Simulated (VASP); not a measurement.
## InAs: vibrations by perturbation theory with PBE

Crystal: InAs.

```
CELL_PARAMETERS angstrom
0.00000 2.89020 2.89020
2.89020 0.00000 2.89020
2.89020 2.89020 0.00000
ATOMIC_POSITIONS crystal
In 0.00000 0.00000 0.00000
As 0.75000 0.75000 0.75000
```

* Program: VASP 6.6.1
* Task: vibrations by perturbation theory
* Functional: PBE
* Potentials or basis: VASP PAW PBE potentials, release 64 (In_d, As)
* Cutoff: 520 eV
* k mesh: 12 × 12 × 12
* Occupations: fermi-dirac, width 0.15 eV
* Spin: no spin polarisation
* Dipole correction: no
* Further INCAR settings: ALGO = Normal; EDIFF = 1e-08; NBANDS = 16; IBRION = 8; NSW = 1

| Property | Result |
| --- | --- |
| Highest phonon frequency at Γ, LO-TO splitting left out | 259 cm⁻¹ |

Phonon frequencies in cm⁻¹ (negative: imaginary):
| q point | frequencies |
| --- | --- |
| (0.000, 0.000, 0.000) | 0 0 0 259 259 259 |

It took 10 min on 1 thread of Intel Xeon 6975P-C, on a shared host, peak memory 0.56 GiB.

Caveat: the cell wasn't relaxed at this level first, which shifts response properties.
